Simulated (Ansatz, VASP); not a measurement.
One calculation of TaN, two programs

```xyz
4
Lattice="2.9172 0.0000 0.0000 -1.4586 2.5264 0.0000 0.0000 0.0000 5.9122" Properties=species:S:1:pos:R:3 pbc="T T T"
Ta    0.0000    0.0000    0.0000
Ta    0.0000    0.0000    2.9561
N     0.0000    1.6842    1.4780
N     1.4586    0.8421    4.4341
```

Alike in both runs: task relaxation of cell and atoms; functional PBE; k mesh 18 × 18 × 8; occupations gaussian, width 0.1 eV; no spin polarisation.

|  | VASP | Ansatz |
| --- | --- | --- |
| version | VASP 6.6.1 | Ansatz 0.2.0 |
| potentials or method | VASP PAW PBE potentials, release 64 (Ta_pv, N), cutoff 600 eV | scalar-relativistic, plane waves, PAW |
| valence electrons in the cell | 32 | 36 |

|  | VASP | Ansatz | Ansatz less VASP |
| --- | --- | --- | --- |
| gap on the k mesh at the Fermi level, each at its own relaxed structure (eV) | none | none | - |
| relaxed volume (Å³/atom) | 10.92 | 10.89 | -0.023 |
| relaxed cell length with the largest relative difference (Å) | 2.919 | 2.917 | -0.0021 |

A gap of «none» marks a metal or a gap that the smearing closes. VASP's potentials hold 32 valence electrons a cell and Ansatz's 36, so a difference there can come from the potentials and not from the codes.

Neither program's run includes spin-orbit coupling.
